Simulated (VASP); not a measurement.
Set up this calculation in VASP 6.6.1, as the native input.

| Item | Value |
| --- | --- |
| Task | single point |
| Functional | LDA |
| Potentials or basis | VASP PAW LDA potentials, release 64 (Si) |
| Cutoff | 520 eV |
| k mesh | 2 × 2 × 2 |
| Occupations | fermi-dirac, width 0.02 eV |
| Spin | no spin polarisation |
| Dipole correction | no |
| Further INCAR settings | LREAL = Auto; ALGO = Normal; EDIFF = 1e-07; NBANDS = 48 |

The structure of Si (a cell with a defect) lies in POSCAR:

```
Si
1.0
    0.0000000000      5.4300000000      5.4300000000
    5.4300000000      0.0000000000      5.4300000000
    5.4300000000      5.4300000000      0.0000000000
Si
17
Direct
   -0.0249631676     -0.0369337017      0.0780939227
    0.1020257827      0.1047697974      0.1603867403
   -0.0073388582     -0.0352394107      0.5401749540
    0.1227808471      0.0698158379      0.6909023941
   -0.0018324125      0.4767863720      0.0185911602
    0.0871362799      0.5857366483      0.2229189687
   -0.0551933702      0.4398526703      0.5828729282
    0.1095488029      0.5932872928      0.6471546961
    0.4841988950      0.0140699816      0.0001657459
    0.6031307551      0.1160220994      0.1507366483
    0.5005064457     -0.0558471455      0.5244659300
    0.6104143646      0.1136187845      0.6481123389
    0.4650920810      0.4646132597      0.0477440147
    0.6554511971      0.7189871087      0.2532965009
    0.4880294659      0.4747329650      0.4958563536
    0.5695672192      0.5930847145      0.6534898711
    0.6723112339      0.6360313076      0.9674677716
```

The input as run:

INCAR

```
SYSTEM = Si
PREC = Accurate
ENCUT = 520
EDIFF = 1E-7
ISMEAR = -1
SIGMA = 0.02
LREAL = Auto
LASPH = .TRUE.
NELM = 80
ALGO = Normal
ISIF = 2
LWAVE = .FALSE.
LCHARG = .TRUE.
GGA = CA
LELF = .TRUE.
LVHAR = .TRUE.
NBANDS = 48
```

KPOINTS

```
regular mesh
0
G
  2 2 2
  0 0 0
```

Potentials or basis: VASP PAW LDA potentials, release 64 (Si).

The run is started by

```sh
$ cat potpaw_LDA.64/Si/POTCAR > POTCAR
$ mpirun -np 1 vasp_std > vasp.out
```

It gave:

| Item | Value |
| --- | --- |
| Pressure | 1.4 GPa |
| Largest force | 2.484 eV/Å |
| Band gap on the k mesh | zero (bands 34 and 35 overlap by 0.30 eV) |

Caveat: the k points lie up to 0.50 Å⁻¹ apart; the atoms stand as in a frame of molecular dynamics.

It took 6.3 min on 1 thread of Intel Xeon 8259CL, on a shared host, peak memory 0.38 GiB.
